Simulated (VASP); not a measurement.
A run of VASP 6.6.1 is set up as follows.

File POSCAR:

```
ZrB
1.0
    0.0000000000      2.3250000000      2.3250000000
    2.3250000000      0.0000000000      2.3250000000
    2.3250000000      2.3250000000      0.0000000000
Zr B
1 1
Direct
    0.0000000000      0.0000000000      0.0000000000
    0.5000000000      0.5000000000      0.5000000000
```

Contents of INCAR.step1:

```
PREC = Accurate ; ENCUT = 520
ISMEAR = -1 ; SIGMA = 0.05
LREAL = F ; LASPH = T
NELM = 80 ; NBANDS = 14
GGA = PE ; ALGO = Normal
EDIFF = 1E-4 ; LWAVE = T
LCHARG = F
```

File INCAR.step2:

```
PREC = Accurate ; ENCUT = 520
EDIFF = 1E-6 ; ISMEAR = -1
SIGMA = 0.05 ; LREAL = F
LASPH = T ; NELM = 80
ALGO = Normal ; ISIF = 2
LWAVE = F ; LCHARG = F
METAGGA = R2SCAN ; LMIXTAU = T
NBANDS = 14 ; ISTART = 1
```

File KPOINTS:

```
Automatic mesh
0
Gamma
  10 10 10
```

Potentials or basis: VASP PAW PBE potentials, release 64 (Zr_sv, B).

Command:

```console
$ cat potpaw_PBE.64/Zr_sv/POTCAR potpaw_PBE.64/B/POTCAR > POTCAR
$ cp INCAR.step1 INCAR
$ mpirun -np 1 vasp_std > vasp.out
$ cp INCAR.step2 INCAR
$ mpirun -np 1 vasp_std > vasp.out
```

Question: Predict the pressure.

Answer: 36.6 GPa.

Caveat: the PAW data sets were made with another functional, which shifts forces and pressure a little.
